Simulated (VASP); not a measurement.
Runs of VASP 6.6.1 on Ti3H2. The structure is that of space group P-3m1 (No. 164), or close to it. The cells are those of the table. 

```csv
task,cell,k mesh,cutoff (eV),smearing,gap on the mesh (eV),pressure (GPa),largest force (eV/Å)
relaxation of cell and atoms,"relaxed from a = 2.970, b = 2.970, c = 7.260 Å, angles 90.0, 90.0, 120.0°, 5 atoms",6 × 6 × 3,600,gaussian 0.2 eV,none,0.0,0.02
single point,"a = 2.985, b = 2.985, c = 7.511 Å, angles 90.0, 90.0, 120.0°, 5 atoms",12 × 12 × 4,520,gaussian 0.1 eV,none,(a),0.01
single point,"a = 2.982, b = 2.982, c = 7.528 Å, angles 90.0, 90.0, 120.0°, 5 atoms",6 × 6 × 3,520,gaussian 0.2 eV,none,-0.3,0.07
single point,"a = 2.985, b = 2.985, c = 7.512 Å, angles 90.0, 90.0, 120.0°, 5 atoms",12 × 12 × 4,520,gaussian 0.1 eV,none,-0.2,0.01
```

Alike in all rows: level PBE; potentials or basis VASP PAW PBE potentials, release 64 (Ti_sv, H); no spin polarisation.

**Question.** Estimate the missing entries.

**Answer.** (a) -0.1.

Caveats: some runs use coarse meshes; the relaxation stopped at a loose force limit of 0.08 eV/Å, so its end isn't a converged minimum (some runs).

A gap of «none» marks levels without a gap at the run's occupations.
